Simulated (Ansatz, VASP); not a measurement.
KCl: VASP beside Ansatz

Contents of INCAR:

```
ALGO = Normal ; EDIFF = 1E-6
ENCUT = 520 ; GGA = PE
ISIF = 2 ; ISMEAR = 0
LASPH = T ; LCHARG = T
LELF = T ; LREAL = F
LVHAR = T ; LWAVE = F
NBANDS = 15 ; NELM = 60
PREC = Accurate ; SIGMA = 0.01
```

KPOINTS

```
k-points
0
Gamma
  6 6 6
```

The input POSCAR:

```
KCl
1.0
    0.0000000000      3.1891817130      3.1891817130
    3.1891817130      0.0000000000      3.1891817130
    3.1891817130      3.1891817130      0.0000000000
K Cl
1 1
Direct
    0.0000000000      0.0000000000      0.0000000000
    0.5000000000      0.5000000000      0.5000000000
```

Input for Ansatz:

```yaml
crystal:
  lattice:
    - [0.0, 3.189181713, 3.189181713]
    - [3.189181713, 0.0, 3.189181713]
    - [3.189181713, 3.189181713, 0.0]
  atoms:
    - { symbol: K, position: [0.0, 0.0, 0.0] }
    - { symbol: Cl, position: [0.5, 0.5, 0.5] }
kpoints:
  mp_grid: { grid: [6, 6, 6] }
hamiltonian:
  xc: pbe
scf:
  occupations: { method: fixed }
  n_extra_bands: 4
output:
  forces: true
  stress: true
  eigenvalues: true
```

Alike in both runs: task single point; functional PBE; k mesh 6 × 6 × 6; no spin polarisation.

```csv
,VASP,Ansatz
version,VASP 6.6.1,Ansatz 0.2.0
potentials or method,"VASP PAW PBE potentials, release 64 (K_sv, Cl)","plane waves, PAW"
plane-wave cutoff (eV),520,420
occupations,"gaussian, width 0.01 eV",fixed
valence electrons in the cell,16,16
```

```tsv
	VASP	Ansatz	Ansatz less VASP
gap on the k mesh at the Fermi level (eV)	5.05	5.05	+0.002
pressure (GPa)	0.0	0.0	-0.02
```
